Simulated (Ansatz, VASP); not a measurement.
Two plane-wave programs on Ta

File INCAR:

```
PREC = Accurate
ENCUT = 500
EDIFF = 1E-6
ISMEAR = 0
SIGMA = 0.15
LREAL = False
LASPH = True
NELM = 120
ALGO = Normal
ISIF = 2
LWAVE = False
LCHARG = False
GGA = PE
NBANDS = 18
GGA_COMPAT = False
```

The input KPOINTS:

```
Automatic mesh
0
Gamma
  18 18 10
```

Contents of POSCAR:

```
Ta
1.0
   -1.6512800000      1.6512800000      1.6512800000
    1.6512800000     -1.6512800000      1.6512800000
    3.3025600000      3.3025600000      0.0000000000
Ta
2
Direct
    0.0256930423     -0.0256930423      0.0000000000
    0.4743069577      0.5256930423      0.5000000000
```

Input for Ansatz:

```yaml
crystal:
  lattice:
    - [-1.65128, 1.65128, 1.65128]
    - [1.65128, -1.65128, 1.65128]
    - [3.30256, 3.30256, 0.0]
  atoms:
    - { symbol: Ta, position: [0.0256930423, -0.0256930423, 0.0] }
    - { symbol: Ta, position: [0.4743069577, 0.5256930423, 0.5] }
basis:
  ecutwfc: 420
kpoints:
  mp_grid: { grid: [18, 18, 10] }
hamiltonian:
  xc: pbe
scf:
  occupations: { method: gaussian, width: 0.15 }
output:
  forces: true
  stress: true
  eigenvalues: true
```

Change from the starting cell: mode 4 (91.0 1/cm) frozen in, largest displacement -0.120 Å.

Alike in both runs: task single point; functional PBE; k mesh 18 × 18 × 10; occupations gaussian, width 0.15 eV; no spin polarisation.

```csv
,VASP,Ansatz
version,VASP 6.6.1,Ansatz 0.2.0
potentials or method,"VASP PAW PBE potentials, release 64 (Ta_pv), cutoff 500 eV","scalar-relativistic, plane waves, PAW"
valence electrons in the cell,22,26
```

|  | VASP | Ansatz | Ansatz less VASP |
| --- | --- | --- | --- |
| gap on the k mesh at the Fermi level (eV) | none | none | - |
| pressure (GPa) | 3.9 | 3.8 | -0.11 |
| traceless stress, the component that is largest in VASP (GPa) | -0.06 | -0.07 | -0.010 |
| rms of the force components (eV/Å) | 0.355 | 0.356 | +0.0009 |

Atom by atom the forces differ by 0.001 eV/Å (rms over components). A gap of «none» marks a metal or a gap that the smearing closes. The functional is the same, so the differences come from potentials, cutoffs and numerics. VASP's potentials hold 22 valence electrons a cell and Ansatz's 26, so a difference there can come from the potentials and not from the codes.

Spin-orbit coupling is off throughout.
